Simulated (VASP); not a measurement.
Write the native input for VASP 6.6.1 that does the following.

```
Task                   : single point
Functional             : r2SCAN
Dispersion             : rVV10
Potentials or basis    : VASP PAW PBE potentials, release 64 (W_sv, S)
Cutoff                 : 520 eV
k mesh                 : 8 × 8 × 8
Occupations            : fermi-dirac, width 0.03 eV
Spin                   : no spin polarisation
Dipole correction      : no
Further INCAR settings : ALGO = Normal; EDIFF = 1e-06; NBANDS = 20
```

Crystal: WS2.

```
W S
1.0
     0.00000    2.92271    2.92271
     2.92271    0.00000    2.92271
     2.92271    2.92271    0.00000
W S
1 2
Direct
  0.00000 0.00000 0.00000
  0.25000 0.25000 0.25000
  0.75000 0.75000 0.75000
```

These files were run (other wordings do the same):

POSCAR

```
WS2
1.0
    0.0000000000      2.9227091924      2.9227091924
    2.9227091924      0.0000000000      2.9227091924
    2.9227091924      2.9227091924      0.0000000000
W S
1 2
Direct
    0.0000000000      0.0000000000      0.0000000000
    0.2500000000      0.2500000000      0.2500000000
    0.7500000000      0.7500000000      0.7500000000
```

INCAR.step1

```
SYSTEM = WS2
PREC = Accurate
ENCUT = 520
ISMEAR = -1
SIGMA = 0.03
LREAL = .False.
LASPH = .True.
NELM = 60
NBANDS = 20
GGA = PE
ALGO = Normal
EDIFF = 1E-4
LWAVE = .True.
LCHARG = .False.
```

INCAR.step2

```
SYSTEM = WS2
PREC = Accurate
ENCUT = 520
EDIFF = 1E-6
ISMEAR = -1
SIGMA = 0.03
LREAL = .False.
LASPH = .True.
NELM = 60
ALGO = Normal
ISIF = 2
LWAVE = .False.
LCHARG = .True.
METAGGA = R2SCAN
LMIXTAU = .True.
LUSE_VDW = .True.
IVDW_NL = 2
BPARAM = 11.95
CPARAM = 0.0093
LELF = .True.
LVHAR = .True.
NBANDS = 20
ISTART = 1
```

KPOINTS

```
regular mesh
0
Gamma
  8 8 8
  0 0 0
```

Potentials or basis: VASP PAW PBE potentials, release 64 (W_sv, S).

Launch:

```console
$ cat potpaw_PBE.64/W_sv/POTCAR potpaw_PBE.64/S/POTCAR > POTCAR
$ cp INCAR.step1 INCAR
$ mpirun -np 1 vasp_std > vasp.out
$ cp INCAR.step2 INCAR
$ mpirun -np 1 vasp_std > vasp.out
```

Results of the run:

```json
{
 "Pressure": "0.4 GPa",
 "Band gap on the k mesh": "zero (bands 13 and 14 overlap by 1.22 eV)"
}
```

Caveat: the PAW data sets were made with another functional, which shifts forces and pressure a little; spin-orbit coupling is left out, which moves the levels of the heavy elements.

Run time: 4 min on 1 thread of Intel Xeon 8259CL, on a shared host, peak memory 0.33 GiB.
